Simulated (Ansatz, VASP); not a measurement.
# One calculation of Cs, two programs

The input INCAR:

```
SYSTEM = Cs
PREC = Accurate ; ENCUT = 520
EDIFF = 1E-6 ; ISMEAR = -1
SIGMA = 0.1 ; LREAL = .False.
LASPH = .True. ; NELM = 100
ALGO = Normal ; ISIF = 2
LWAVE = .False. ; LCHARG = .False.
NBANDS = 20
```

File KPOINTS:

```
Automatic mesh
0
Gamma
  5 5 7
  0 0 0
```

The input POSCAR:

```
Cs
1.0
    8.5408103831      0.0000000000      0.0000000000
   -4.2704051916      7.3965587607      0.0000000000
    0.0000000000      0.0000000000      5.1106714325
Cs
3
Direct
    0.0000000000      1.0000000000      0.0000000000
    0.3333333333      0.6666666667      0.5000000000
    0.6666666667      0.3333333333      0.5000000000
```

Input for Ansatz:

```yaml
crystal:
  lattice:
    - [8.5408103831, 0.0, 0.0]
    - [-4.2704051916, 7.3965587607, 0.0]
    - [0.0, 0.0, 5.1106714325]
  atoms:
    - { symbol: Cs, position: [0.0, 1.0, 0.0] }
    - { symbol: Cs, position: [0.3333333333, 0.6666666667, 0.5] }
    - { symbol: Cs, position: [0.6666666667, 0.3333333333, 0.5] }
hamiltonian:
  xc: lda
  pseudopotentials:
    kind: paw
    azcp:
      Cs: "pseudopotentials/Cs.paw.azcp"
basis:
  ecutwfc: 420
  fft_grid_basis: typed
kpoints:
  mp_grid: { grid: [5, 5, 7], shift: [0, 0, 0] }
magnetization:
  spin_polarized: false
scf:
  occupations: { method: fermi_dirac, width: 0.1 }
  lower_state_search: "off"
output:
  stress: true
```

Alike in both runs: task single point; functional LDA; k mesh 5 × 5 × 7; occupations fermi-dirac, width 0.1 eV; no spin polarisation.

|  | VASP | Ansatz |
| --- | --- | --- |
| version | VASP 6.6.1 | Ansatz 0.2.0 |
| potentials or method | VASP PAW LDA potentials, release 64 (Cs_sv), cutoff 520 eV | plane waves (420 eV) with PAW, scalar-relativistic |
| valence electrons in the cell | 27 | 27 |

|  | VASP | Ansatz | Ansatz less VASP |
| --- | --- | --- | --- |
| pressure (GPa) | -0.2 | -0.2 | +0.01 |

Ansatz warns that its potentials were made for another functional, while VASP's fit it. LDA's correlation is that of Perdew and Zunger in VASP and of Perdew and Wang (1992) in Ansatz.

Spin-orbit coupling is off throughout.
